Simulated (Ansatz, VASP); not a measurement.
LiB7 in VASP and in Ansatz

```
Li B
1.0
     2.95515    0.00000    0.00000
    -1.47758    2.55924    0.00000
     0.00000    0.00000    7.59569
Li B
1 7
Cartesian
  1.4776 0.8531 3.7978
  0.0000 0.0000 5.5764
  0.0000 0.0000 0.0000
  0.0000 0.0000 2.0193
  0.0000 1.7062 5.3527
  0.0000 1.7062 2.2430
  1.4776 0.8531 6.7848
  1.4776 0.8531 0.8108
```

Change from the starting cell: ordered superstructure of omega with vacancies (P-6m2, No. 187).

Alike in both runs: functional PBE; k mesh 6 × 6 × 4; occupations gaussian, width 0.1 eV; no spin polarisation.

Ansatz relaxed the structure, and its values are those at the end. VASP's run is a single point on that final structure, the one shown.

|  | VASP | Ansatz |
| --- | --- | --- |
| version | VASP 6.6.1 | Ansatz 0.2.0 |
| potentials or method | VASP PAW PBE potentials, release 64 (Li_sv, B), cutoff 520 eV | scalar-relativistic, plane waves, PAW |
| valence electrons in the cell | 24 | 24 |

Ansatz gave:

* gap on the k mesh at the Fermi level (eV): none
* rms of the force components (eV/Å): 0.015

**Question.** Which values does VASP return?

**Answer.** gap on the k mesh at the Fermi level (eV): none; rms of the force components (eV/Å): 0.020.

A gap of «none» marks a metal or a gap that the smearing closes.

The k mesh is coarse, so the values compare programs but aren't converged. Noted on VASP's run: the cutoff is short for stress, so the pressure is rough.
